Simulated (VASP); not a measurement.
**SnO: single point with PBE**

Crystal: SnO.

```
CELL_PARAMETERS angstrom
3.16237 0.00000 0.00000
0.00000 3.16237 0.00000
0.00000 0.00000 3.16237
ATOMIC_POSITIONS crystal
Sn 0.00000 0.00000 0.00000
O 0.50000 0.50000 0.50000
```

This cell differs from its parent crystal: volume changed by +3%.

```
Program             : VASP 6.6.1
Task                : single point
Functional          : PBE
Potentials or basis : VASP PAW PBE potentials, release 64 (Sn_d, O)
Cutoff              : 520 eV
k mesh              : 6 × 6 × 6
Occupations         : fermi-dirac, width 0.02 eV
Spin                : no spin polarisation
```

| Quantity | Value |
| --- | --- |
| Pressure | -2.5 GPa |
| Band gap on the k mesh | 0.37 eV, indirect (least direct gap 0.93 eV) |

Levels at points of the mesh, in eV from the valence-band top:
| k point | band 8 | band 9 | band 10 | band 11 | band 12 | band 13 |
| --- | --- | --- | --- | --- | --- | --- |
| (0.00, 0.00, 0.00) | -2.00 | -2.00 | -2.00 | 8.02 | 8.02 | 8.02 |
| (0.50, 0.00, 0.00) | -1.29 | -1.29 | -0.73 | 0.70 | 7.26 | 7.26 |
| (0.50, 0.50, 0.00) | -4.83 | -4.48 | -1.16 | 3.66 | 3.66 | 8.80 |
| (0.50, 0.50, 0.50) | -2.76 | -2.76 | -1.29 | 0.37 | 0.37 | 0.37 |

Wall time 8.9 s on 1 thread of Intel(R) Xeon(R) Platinum 8259CL CPU @ 2.50GHz (Skylake/Cascade Lake), with other jobs on the host, peak memory 0.14 GiB.

Caveat: spin-orbit coupling is left out, which moves the levels of the heavy elements. A k mesh can miss the band edges.
